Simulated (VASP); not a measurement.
The system is WS2.

```
W S
1.0
     1.58589    0.91561    6.23747
    -1.58589    0.91561    6.23747
     0.00000   -1.83122    6.23747
W S
1 2
Direct
  0.99999 0.99999 0.99999
  0.41680 0.41680 0.41680
  0.24988 0.24988 0.24988
```

Base run:

| Quantity | Value |
| --- | --- |
| Program | VASP 6.6.1 |
| Functional | PBE |
| Potentials or basis | VASP PAW PBE potentials, release 64 (W_sv, S) |
| Cutoff | 520 eV |
| k mesh | 8 × 8 × 8 |
| Occupations | gaussian, width 0.01 eV |
| Spin | no spin polarisation |

Its results: band gap on the k mesh 1.24 eV (least direct gap 2.26 eV); pressure 3.2 GPa; largest force 0.197 eV/Å.

Problem. The run is repeated on the same cell with these changes: functional from PBE to r2SCAN. What comes out?

Solution. Band gap on the k mesh 1.35 eV (least direct gap 2.40 eV); pressure 1.4 GPa; largest force 0.031 eV/Å.

Caveats: spin-orbit coupling is left out, which moves the levels of the heavy elements; the cell stands under pressure (at least some runs); the PAW data sets were made with another functional, which shifts forces and pressure a little (at least some runs).

A k mesh can miss the band edges.
